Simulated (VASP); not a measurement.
A run of VASP 6.6.1:

File INCAR:

```
SYSTEM = SiC
PREC = Accurate ; ENCUT = 600
EDIFF = 1E-6 ; ISMEAR = -1
SIGMA = 0.05 ; LREAL = .False.
LASPH = .True. ; NELM = 120
ALGO = Normal ; ISIF = 2
LWAVE = .False. ; LCHARG = .False.
GGA = RP ; IVDW = 13
NBANDS = 11 ; GGA_COMPAT = .False.
```

KPOINTS

```
Automatic mesh
0
Gamma
  10 10 10
  0 0 0
```

POSCAR

```
SiC
1.0
    0.0000000000      2.2217363401      2.2217363401
    2.2217363401      0.0000000000      2.2217363401
    2.2217363401      2.2217363401      0.0000000000
Si C
1 1
Direct
    0.0000000000      0.0000000000      0.0000000000
    0.7500000000      0.7500000000      0.7500000000
```

Potentials or basis: VASP PAW PBE potentials, release 64 (Si, C).

Command:

```sh
$ cat potpaw_PBE.64/Si/POTCAR potpaw_PBE.64/C/POTCAR > POTCAR
$ mpirun -np 1 vasp_std > vasp.out
```

Hardware: 1 thread of Intel(R) Xeon(R) Platinum 8488C (Sapphire Rapids) (shared host).

Problem. Estimate the wall time of this run.

Solution. It took 18 s on 1 thread of Intel(R) Xeon(R) Platinum 8488C (Sapphire Rapids) (shared host), peak memory 0.15 GiB. Counts: scf iterations 13, k points 47.
